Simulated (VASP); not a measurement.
Runs of VASP 6.6.1 on Mg. The structure is that of space group Im-3m (No. 229), or close to it. The cells are those of the table. This isn't the form of Mg at room conditions, which is hcp.

```tsv
cell	gap on the mesh (eV)	pressure (GPa)
a = 2.557 Å, angles 109.5°, 1 atom	none	(a)
a = 2.552 Å, angles 109.6, 109.6, 109.3°, 1 atom	none	64.9
a = 2.563 Å, angles 109.4, 109.4, 109.7°, 1 atom	none	61.8
a = 2.569 Å, angles 109.3, 109.3, 109.8°, 1 atom	none	60.3
a = 2.546 Å, angles 109.7, 109.7, 109.1°, 1 atom	none	66.6
a = 2.574 Å, angles 109.2, 109.2, 110.0°, 1 atom	none	(b)
a = 2.540 Å, angles 109.7, 109.7, 108.9°, 1 atom	none	68.2
```

Alike in all rows: task single point; level r2SCAN; potentials or basis VASP PAW PBE potentials, release 64 (Mg); no spin polarisation; k mesh 16 × 16 × 16; cutoff (eV) 520; smearing fermi-dirac 0.1 eV.

**Question.** Estimate the missing entries.

**Answer.** (a) 63.3; (b) 58.8.

Caveats: the cell stands under pressure; the PAW data sets were made with another functional, which shifts forces and pressure a little.

A gap of «none» marks levels without a gap at the run's occupations.
